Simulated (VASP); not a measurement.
Input of a VASP 6.6.1 run:

The input INCAR:

```
SYSTEM = Cs
ALGO = Normal
EDIFF = 1E-6
ENCUT = 520
ISIF = 2
ISMEAR = -1
LASPH = .TRUE.
LCHARG = .TRUE.
LELF = .TRUE.
LREAL = .FALSE.
LVHAR = .TRUE.
LWAVE = .FALSE.
NBANDS = 10
NELM = 60
PREC = Accurate
SIGMA = 0.1
```

Contents of KPOINTS:

```
k-points
0
G
  8 8 8
  0 0 0
```

The input POSCAR:

```
Cs
1.0
    4.6726648795      0.0000000000      0.0000000000
    0.0000000000      4.6726648795      0.0000000000
    0.0000000000      0.0000000000      4.6726648795
Cs
1
Direct
    0.0000000000      0.0000000000      0.0000000000
```

Potentials or basis: VASP PAW LDA potentials, release 64 (Cs_sv).

Command:

```bash
$ cat potpaw_LDA.64/Cs_sv/POTCAR > POTCAR
$ mpirun -np 1 vasp_std > vasp.out
```

Question: Predict the pressure.

Answer: 0.1 GPa.

Question: Estimate the band gap on the k mesh.

Answer: Zero (an odd number of electrons rules out a gap without spin polarisation).

Caveat: spin-orbit coupling is left out, which moves the levels of the heavy elements.
